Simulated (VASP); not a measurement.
Runs of VASP 6.6.1 on Nb. The structure is that of space group Fd-3m (No. 227), or close to it. The cells are those of the table. This isn't the form of Nb at room conditions, which is bcc.

```tsv
cell	gap on the mesh (eV)	pressure (GPa)	moment (μB)
a = 4.178 Å, angles 60.0°, 2 atoms	none	(b)	0.00
a = 4.063 Å, angles 60.0°, 2 atoms	none	(a)	0.00
a = 4.121 Å, angles 60.0°, 2 atoms	none	3.1	0.00
a = 4.286 Å, angles 60.0°, 2 atoms	none	-4.4	0.00
a = 4.233 Å, angles 60.0°, 2 atoms	none	-2.4	0.00
```

Alike in all rows: task single point; level PBE; potentials or basis VASP PAW PBE potentials, release 64 (Nb_sv); spin collinear; k mesh 10 × 10 × 10; cutoff (eV) 520; smearing fermi-dirac 0.05 eV.

**Question.** Estimate the missing entries.

**Answer.** (a) 6.6; (b) 0.0.

Caveats: the cell stands under pressure (at least some runs); the cell stands under tension (at least some runs).

A k mesh can miss the band edges, and the runs leave out spin-orbit coupling on Nb.

A gap of «none» marks levels without a gap at the run's occupations.
